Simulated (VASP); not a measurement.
**Al2O3: single point with PBEsol**

The system is Al2O3.

```
Al O
1.0
     2.38665    1.37793    4.33772
    -2.38665    1.37793    4.33772
     0.00000   -2.75587    4.33772
Al O
4 6
Direct
  0.84051 0.84051 0.84051
  0.65949 0.65949 0.65949
  0.15949 0.15949 0.15949
  0.34051 0.34051 0.34051
  0.05586 0.44414 0.75000
  0.75000 0.05586 0.44414
  0.44414 0.75000 0.05586
  0.94414 0.55586 0.25000
  0.25000 0.94414 0.55586
  0.55586 0.25000 0.94414
```

This cell differs from its parent crystal: c/a of the conventional cell at fixed volume 2.7262.

| Quantity | Value |
| --- | --- |
| Program | VASP 6.6.1 |
| Task | single point |
| Functional | PBEsol |
| Potentials or basis | VASP PAW PBE potentials, release 64 (Al, O) |
| Cutoff | 520 eV |
| k mesh | 6 × 6 × 6 |
| Occupations | gaussian, width 0.05 eV |
| Spin | no spin polarisation |

```
Pressure               : 4.1 GPa
Largest force          : 3.349 eV/Å
Band gap on the k mesh : 6.27 eV, direct
```

Forces in eV/Å, atoms in the order of the input:
```
Al   0.000  0.000  3.349
Al   0.000  0.000 -3.349
Al   0.000  0.000 -3.349
Al   0.000  0.000  3.349
O    0.515  0.000  0.000
O   -0.258  0.446  0.000
O   -0.258 -0.446  0.000
O   -0.515  0.000  0.000
O    0.258 -0.446  0.000
O    0.258  0.446  0.000
```

Stress tensor (GPa, compression positive):
```
-1.15  0.00  0.00
 0.00 -1.15  0.00
 0.00  0.00 14.55
```

Levels at points of the mesh, in eV from the valence-band top:
| k point | band 21 | band 22 | band 23 | band 24 | band 25 | band 26 | band 27 | band 28 |
| --- | --- | --- | --- | --- | --- | --- | --- | --- |
| (0.00, 0.00, 0.00) | -0.40 | -0.01 | 0.00 | 0.00 | 6.27 | 8.78 | 10.96 | 11.27 |
| (0.50, 0.00, 0.00) | -0.69 | -0.69 | -0.25 | -0.25 | 9.42 | 9.42 | 9.69 | 9.69 |
| (0.50, 0.50, 0.00) | -0.85 | -0.81 | -0.71 | -0.07 | 9.36 | 9.59 | 10.07 | 10.56 |
| (0.50, 0.50, 0.50) | -0.30 | -0.30 | -0.30 | -0.30 | 8.58 | 8.58 | 11.79 | 11.79 |

It took 95 s on 1 thread of Intel Xeon 6975P-C (shared host), peak memory 0.26 GiB.

Caveat: the PAW data sets were made with another functional, which shifts forces and pressure a little. A k mesh can miss the band edges.
